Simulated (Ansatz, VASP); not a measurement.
**YAlSe3: VASP beside Ansatz**

```xyz
5
Lattice="5.1282 0.0000 0.0000 0.0000 5.1282 0.0000 0.0000 0.0000 5.1282" Properties=species:S:1:pos:R:3 pbc="T T T"
Y     0.0000    0.0000    0.0000
Al    2.5641    2.5641    2.5641
Se    0.0000    2.5641    2.5641
Se    2.5641    0.0000    2.5641
Se    2.5641    2.5641    0.0000
```

Change from the starting cell: species swapped into the CsPbBr3 type (Pm-3m, No. 221).

Alike in both runs: task relaxation of cell and atoms; functional PBE; k mesh 4 × 4 × 4; occupations gaussian, width 0.1 eV; no spin polarisation.

|  | VASP | Ansatz |
| --- | --- | --- |
| version | VASP 6.6.1 | Ansatz 0.2.0 |
| potentials or method | VASP PAW PBE potentials, release 64 (Y_sv, Al, Se), cutoff 600 eV | scalar-relativistic, plane waves, PAW |
| valence electrons in the cell | 32 | 62 |

```tsv
	VASP	Ansatz	Ansatz less VASP
gap on the k mesh at the Fermi level, each at its own relaxed structure (eV)	none	none	-
relaxed volume (Å³/atom)	23.45	23.49	+0.041
relaxed cell length with the largest relative difference (Å)	4.895	4.898	+0.0029
```

A gap of «none» marks a metal or a gap that the smearing closes. VASP's potentials hold 32 valence electrons a cell and Ansatz's 62, so a difference there can come from the potentials and not from the codes.
